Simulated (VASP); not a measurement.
# LiBr (Fm-3m) in VASP: further runs, part 2 of 2

VASP 6.6.1. The steps go on from the part before.

## 3. Single point, r2SCAN

File POSCAR:

```
LiBr
1.0
    0.0000000000      2.7395485832      2.7395485832
    2.7395485832      0.0000000000      2.7395485832
    2.7395485832      2.7395485832      0.0000000000
Li Br
1 1
Direct
    0.0000000000      0.0000000000      0.0000000000
    0.5000000000      0.5000000000      0.5000000000
```

File INCAR.step1:

```
SYSTEM = LiBr
ALGO = Normal ; EDIFF = 1E-5
ENCUT = 830 ; GGA = PE
GGA_COMPAT = .False. ; ISMEAR = 0
LASPH = .True. ; LCHARG = .False.
LREAL = .False. ; LWAVE = .True.
NBANDS = 12 ; NELM = 120
PREC = Accurate ; SIGMA = 0.01
```

File INCAR.step2:

```
SYSTEM = LiBr
ALGO = Normal ; EDIFF = 1E-6
ENCUT = 830 ; GGA_COMPAT = .False.
ISIF = 2 ; ISMEAR = 0
ISTART = 1 ; LASPH = .True.
LCHARG = .False. ; LMIXTAU = .True.
LREAL = .False. ; LWAVE = .False.
METAGGA = R2SCAN ; NBANDS = 12
NELM = 120 ; PREC = Accurate
SIGMA = 0.01
```

File KPOINTS:

```
k-points
0
Gamma
  6 6 6
  0 0 0
```

Potentials or basis: VASP PAW PBE potentials, release 64 (Li_sv, Br).

Run with:

```console
$ cat potpaw_PBE.64/Li_sv/POTCAR potpaw_PBE.64/Br/POTCAR > POTCAR
$ cp INCAR.step1 INCAR
$ mpirun -np 1 vasp_std > vasp.out
$ cp INCAR.step2 INCAR
$ mpirun -np 1 vasp_std > vasp.out
```

OUTCAR:

```text
SYSTEM = LiBr
   EDIFF = 1E-6
   ENCUT = 830
   ISIF = 2
   ISMEAR = 0
   ISTART = 1
   LASPH = .True.
   LREAL = .False.
   METAGGA = R2SCAN
   NELM = 120
   PREC = Accurate

 ion  position               nearest neighbor table
   1  0.000  0.000  0.000-
   2  0.500  0.500  0.500-

  LATTYP: Found a face centered cubic cell.
 ALAT       =     5.4790971664

  Lattice vectors:

 A1 = (   0.0000000000,   2.7395485832,   2.7395485832)
 A2 = (   2.7395485832,   0.0000000000,   2.7395485832)
 A3 = (   2.7395485832,   2.7395485832,   0.0000000000)

Analysis of symmetry for initial positions (statically):
=====================================================================
 Subroutine PRICEL returns:
 Original cell was already a primitive cell.

 Routine SETGRP: Setting up the symmetry group for a
 face centered cubic supercell.

 Subroutine GETGRP returns: Found 48 space group operations
 (whereof 48 operations were pure point group operations)
 out of a pool of 48 trial point group operations.

The static configuration has the point symmetry O_h .

Analysis of symmetry for dynamics (positions and initial velocities):
=====================================================================
 Subroutine PRICEL returns:
 Original cell was already a primitive cell.

 Routine SETGRP: Setting up the symmetry group for a
 face centered cubic supercell.

 Subroutine GETGRP returns: Found 48 space group operations
 (whereof 48 operations were pure point group operations)
 out of a pool of 48 trial point group operations.

The dynamic configuration has the point symmetry O_h .

 Subroutine INISYM returns: Found 48 space group operations
 (whereof 48 operations are pure point group operations),
 and found     1 'primitive' translations

----------------------------------------------------------------------------------------

                                     Primitive cell

  volume of cell :      41.1213

  direct lattice vectors                    reciprocal lattice vectors
     0.000000000  2.739548583  2.739548583    -0.182511821  0.182511821  0.182511821
     2.739548583  0.000000000  2.739548583     0.182511821 -0.182511821  0.182511821
     2.739548583  2.739548583  0.000000000     0.182511821  0.182511821 -0.182511821

  length of vectors
     3.874306761  3.874306761  3.874306761     0.316119747  0.316119747  0.316119747

  position of ions in fractional coordinates (direct lattice)
     0.000000000  0.000000000  0.000000000
     0.500000000  0.500000000  0.500000000

  ion indices of the primitive-cell ions
   primitive index   ion index
                 1           1
                 2           2

----------------------------------------------------------------------------------------

 KPOINTS: k-points

Automatic generation of k-mesh.
 Grid dimensions read from file:
 generate k-points for:    6    6    6

 Generating k-lattice:

  Cartesian coordinates                     Fractional coordinates (reciprocal lattice)
    -0.030418637  0.030418637  0.030418637     0.166666667  0.000000000  0.000000000
     0.030418637 -0.030418637  0.030418637     0.000000000  0.166666667  0.000000000
     0.030418637  0.030418637 -0.030418637     0.000000000  0.000000000  0.166666667

  Length of vectors
     0.052686624  0.052686624  0.052686624

  Shift w.r.t. Gamma in fractional coordinates (k-lattice)
     0.000000000  0.000000000  0.000000000

 Subroutine IBZKPT returns following result:
 ===========================================

 Found     16 irreducible k-points:

 Following reciprocal coordinates:
            Coordinates               Weight
  0.000000  0.000000  0.000000      1.000000
  0.166667  0.000000  0.000000      8.000000
  0.333333  0.000000  0.000000      8.000000
  0.500000  0.000000  0.000000      4.000000
  0.166667  0.166667  0.000000      6.000000
  0.333333  0.166667  0.000000     24.000000
[... 8 lines left out ...]
 -0.333333  0.333333  0.166667     24.000000
 -0.333333  0.500000  0.166667     12.000000
   k-points           NKPTS =     16   k-points in BZ     NKDIM =     16   number of bands    NBANDS=     12
   number of dos      NEDOS =    301   number of ions     NIONS =      2
   total plane-waves  NPLWV =  46656
   dimension x,y,z NGX =    36 NGY =   36 NGZ =   36
   dimension x,y,z NGXF=    72 NGYF=   72 NGZF=   72
   ions per type =               1   1
   NGX,Y,Z   is equivalent  to a cutoff of  15.45, 15.45, 15.45 a.u.
   NGXF,Y,Z  is equivalent  to a cutoff of  30.90, 30.90, 30.90 a.u.
 SYSTEM =  LiBr
   PREC   = accura    normal or accurate (medium, high low for compatibility)
   ISTART =      1    job   : 0-new  1-cont  2-samecut
   ICHARG =      0    charge: 1-file 2-atom 10-const
   ISPIN  =      1    spin polarized calculation?
   LNONCOLLINEAR =      F non collinear calculations
   LSORBIT =      F    spin-orbit coupling
   LASPH  =      T    aspherical Exc in radial PAW
   ENCUT  =  830.0 eV  61.00 Ry    7.81 a.u.   9.10  9.10  9.10*2*pi/ulx,y,z
   NELM   =    120;   NELMIN=  2; NELMDL=  0     # of ELM steps
   EDIFF  = 0.1E-05   stopping-criterion for ELM
   LREAL  =      F    real-space projection
   EDIFFG = 0.1E-04   stopping-criterion for IOM
   NSW    =      0    number of steps for IOM
   IBRION =     -1    ionic relax: 0-MD 1-quasi-New 2-CG
   NFREE  =      0    steps in history (QN), initial steepest desc. (CG)
   ISIF   =      2    stress and relaxation
   ISYM   =      2    0-nonsym 1-usesym 2-fastsym
   POTIM  = 0.5000    time-step for ionic-motion
   TEBEG  =    0.0;   TEEND  =   0.0 temperature during run
   PSTRESS=    0.0 pullay stress
   NELECT =      10.0000    total number of electrons
   NUPDOWN=      -1.0000    fix difference up-down
   EMIN   =  10.00;   EMAX   =-10.00  energy-range for DOS
   EFERMI =   0.00;   METHOD = LEGACY
   ISMEAR =     0;   SIGMA  =   0.01  broadening in eV -4-tet -1-fermi 0-gaus
   EFERMI_NEDOS =   21; number of points for ismear=-14 and -15
   IALGO  =     38    algorithm
   IMIX   =      4    mixing-type and parameters
     AMIX     =   0.40;   BMIX     =  1.00
     AMIX_MAG =   1.60;   BMIX_MAG =  1.00
  volume/ion in A,a.u.               =      20.56       138.75
  Fermi-wavevector in a.u.,A,eV,Ry     =   1.021847  1.931011 14.206810  1.044171
  Thomas-Fermi vector in A             =   2.155494
   LORBIT       =      0    0 simple, 1 ext, 2 COOP (PROOUT), +10 PAW based schemes
   METAGGA = R2SCAN    functional components
   LHFCALC =     F    Hartree Fock is set to
   AEXX    =    0.0000 exact exchange contribution
   IVDW    =     0    specifies the selected vdW correction
   LEPSILON=     F    determine dielectric tensor
   LRPA    =     F    only Hartree local field effects (RPA)
 non-spin polarized calculation
 Gauss-broadening in eV      SIGMA  =   0.01
  energy-cutoff  :      830.00
  volume of cell :       41.12
 maximum number of plane-waves:      2252
   NGX = 19   NGY = 19   NGZ = 19

 number of electron      10.0000001 magnetization

 Free energy of the ion-electron system (eV)
  ---------------------------------------------------
  ext. energy  EPLUGINS =         0.00000000
  ---------------------------------------------------
  free energy    TOTEN  =       -19.15101347 eV

  energy without entropy =      -19.15101347  energy(sigma->0) =      -19.15101347

 E-fermi :   0.1088     XC(G=0):  -8.8510

 val. band max:        0.0158185240   @ k =   0.0000   0.0000   0.0000
 cond. band min:       5.9457641219   @ k =   0.0000   0.0000   0.0000
 fundamental gap:      5.9299455979
 Fermi energy:         0.1088472544

 k-point     1 :       0.0000    0.0000    0.0000
  band No.  band energies     occupation
      1     -45.7036      2.00000
      2     -13.9263      2.00000
      3       0.0158      2.00000
      4       0.0158      2.00000
      5       0.0158      2.00000
      6       5.9458      0.00000
      7      11.2416      0.00000
      8      11.2416      0.00000
      9      11.2416      0.00000
     10      13.5164      0.00000
     11      13.5164      0.00000
     12      13.5164      0.00000
[... 211 lines left out ...]
 k-point    16 :      -0.3333    0.5000    0.1667
  band No.  band energies     occupation
      1     -45.7022      2.00000
      2     -13.2168      2.00000
      3      -2.5856      2.00000
      4      -1.7168      2.00000
      5      -1.1492      2.00000
      6       8.0482      0.00000
      7       9.0244      0.00000
      8      10.7868      0.00000
      9      11.5299      0.00000
     10      14.4155      0.00000
     11      16.4898      0.00000
     12      18.3056      0.00000

------------------------ aborting loop because EDIFF is reached ----------------------------------------

  FORCE on cell =-STRESS in cart. coord.  units (eV):
  Direction    XX          YY          ZZ          XY          YZ          ZX
  --------------------------------------------------------------------------------------
  -------------------------------------------------------------------------------------
  Total       -0.0998400     -0.0998400     -0.0998400      0.0000000      0.0000000      0.0000000
  in kB       -3.8899869     -3.8899869     -3.8899869      0.0000000      0.0000000      0.0000000
  external PRESSURE =      -3.8899869 kB  Pullay stress =       0.0000000 kB

 VOLUME and BASIS-vectors are now :
 -----------------------------------------------------------------------------
  energy-cutoff  :      830.00
  volume of cell :       41.12
      direct lattice vectors                 reciprocal lattice vectors
     0.000000000  2.739548583  2.739548583    -0.182511821  0.182511821  0.182511821
     2.739548583  0.000000000  2.739548583     0.182511821 -0.182511821  0.182511821
     2.739548583  2.739548583  0.000000000     0.182511821  0.182511821 -0.182511821

 POSITION                                       TOTAL-FORCE (eV/Angst)
 -----------------------------------------------------------------------------------
      0.00000      0.00000      0.00000         0.000000     -0.000000     -0.000000
      2.73955      2.73955      2.73955        -0.000000      0.000000      0.000000
 -----------------------------------------------------------------------------------
    total drift:                                0.000000      0.000000      0.000000

  FREE ENERGIE OF THE ION-ELECTRON SYSTEM (eV)
  ---------------------------------------------------
  free  energy   TOTEN  =       -19.1510134733 eV

  energy  without entropy=      -19.1510134733  energy(sigma->0) =      -19.15101347
```

Wall time 2.7 min (1 thread of Intel Xeon 8259CL, shared host); peak memory 0.23 GiB.

Results:

```
Free energy            : -19.1510 eV
Pressure               : -0.4 GPa
Band gap on the k mesh : 5.93 eV
```

Levels at points of the mesh, in eV from the valence-band top:
| k point | band 3 | band 4 | band 5 | band 6 | band 7 | band 8 |
| --- | --- | --- | --- | --- | --- | --- |
| (0.00, 0.00, 0.00) | 0.00 | 0.00 | 0.00 | 5.93 | 11.23 | 11.23 |
| (0.50, 0.00, 0.00) | -2.94 | -0.28 | -0.28 | 6.40 | 8.89 | 8.89 |
| (0.50, 0.50, 0.00) | -2.96 | -1.18 | -1.18 | 7.11 | 7.73 | 12.82 |

Caveat: the PAW data sets were made with another functional, which shifts forces and pressure a little. r2SCAN opens gaps a little over a GGA but as a rule still falls short of measured ones.

## 4. Single point, PBE, non-collinear spin, zero start, spin-orbit coupling

File INCAR:

```
SYSTEM = LiBr
PREC = Accurate
ENCUT = 750
EDIFF = 1E-6
ISMEAR = 0
SIGMA = 0.01
LREAL = .FALSE.
LASPH = .TRUE.
NELM = 200
ALGO = Normal
ISIF = 2
LWAVE = .FALSE.
LCHARG = .FALSE.
MAGMOM = 0 0 0 0 0 0
LORBIT = 11
LSORBIT = .TRUE.
GGA_COMPAT = .FALSE.
LORBMOM = .TRUE.
GGA = PE
NBANDS = 22
```

File KPOINTS:

```
Automatic mesh
0
G
  6 6 6
  0 0 0
```

POSCAR is that of step 3.

Run with:

```console
$ cat potpaw_PBE.64/Li_sv/POTCAR potpaw_PBE.64/Br/POTCAR > POTCAR
$ mpirun -np 1 vasp_ncl > vasp.out
```

It took 2.8 min on 1 thread of Intel Xeon 8259CL, shared host; peak memory 0.39 GiB.

Results (log left out):

```yaml
Free_energy: -6.6653 eV
Pressure: 0.4 GPa
Net_moment: 0.00 μB per cell
Valence_electrons_inside_the_program's_atomic_spheres: Li 2.04; Br 4.92
```

Moments on the atoms (μB; x, y, z):
```
Li  0.00 0.00 0.00
Br  0.00 0.00 0.00
```

## 5. Overview

| level | spin | cutoff (eV) | gap on the mesh (eV) | pressure (GPa) |
| --- | --- | --- | --- | --- |
| PBE | off | 750 | 4.99 | 0.4 |
| r2SCAN | off | 830 | 5.93 | -0.4 |
| PBE | non-collinear, zero start, SOC | 750 | - | 0.4 |

Alike in all rows: task single point; potentials or basis VASP PAW PBE potentials, release 64 (Li_sv, Br); cell as given; k mesh 6 × 6 × 6; smearing gaussian 0.01 eV.

The pressure there spans -0.4 GPa (r2SCAN) to 0.4 GPa (PBE); a positive pressure means that this level wants a larger cell, a negative one a smaller.

Caveats: the PAW data sets were made with another functional, which shifts forces and pressure a little (at least some runs).

Total energies depend on the potentials used, so only differences within one code and one set of settings carry meaning.
